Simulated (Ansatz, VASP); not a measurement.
## One calculation of Yb, two programs

```
CELL_PARAMETERS angstrom
0.00000 2.60966 2.60966
2.60966 0.00000 2.60966
2.60966 2.60966 0.00000
ATOMIC_POSITIONS crystal
Yb 0.00000 0.00000 0.00000
```

Alike in both runs: task single point; functional r2SCAN; k mesh 10 × 10 × 10; occupations fermi-dirac, width 0.3 eV; no spin polarisation.

|  | VASP | Ansatz |
| --- | --- | --- |
| version | VASP 6.6.1 | Ansatz 0.2.0 |
| potentials or method | VASP PAW PBE potentials, release 64 (Yb), cutoff 520 eV | plane waves (500 eV) with PAW, scalar-relativistic |
| valence electrons in the cell | 24 | 24 |

```csv
,VASP,Ansatz,Ansatz less VASP
pressure (GPa),0.1,0.1,+0.04
```

VASP's potentials were made for PBE, not for r2SCAN. With one functional, cell and mesh, what is left measures potentials, basis and numerics.

Neither program's run includes spin-orbit coupling.
